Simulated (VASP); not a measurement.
Input of a VASP 6.6.1 run:

File POSCAR:

```
N
1.0
    0.0000000000      1.5742572132      1.5742572132
    1.5742572132      0.0000000000      1.5742572132
    1.5742572132      1.5742572132      0.0000000000
N
1
Direct
    0.0000000000      0.0000000000      0.0000000000
```

INCAR.step1

```
PREC = Accurate ; ENCUT = 520
ISMEAR = 0 ; SIGMA = 0.15
LREAL = F ; LASPH = T
NELM = 60 ; NBANDS = 8
GGA = PE ; ALGO = Normal
EDIFF = 1E-4 ; LWAVE = T
LCHARG = F
```

The input INCAR.step2:

```
PREC = Accurate ; ENCUT = 520
EDIFF = 1E-6 ; ISMEAR = 0
SIGMA = 0.15 ; LREAL = F
LASPH = T ; NELM = 60
ALGO = Normal ; ISIF = 2
LWAVE = F ; LCHARG = F
METAGGA = R2SCAN ; LMIXTAU = T
NBANDS = 8 ; ISTART = 1
```

KPOINTS

```
regular mesh
0
Gamma
  13 13 13
```

Potentials or basis: VASP PAW PBE potentials, release 64 (N).

Launch:

```bash
$ cat potpaw_PBE.64/N/POTCAR > POTCAR
$ cp INCAR.step1 INCAR
$ mpirun -np 1 vasp_std > vasp.out
$ cp INCAR.step2 INCAR
$ mpirun -np 1 vasp_std > vasp.out
```

Q: Estimate the pressure.

A: -6.1 GPa.

Caveat: the PAW data sets were made with another functional, which shifts forces and pressure a little.
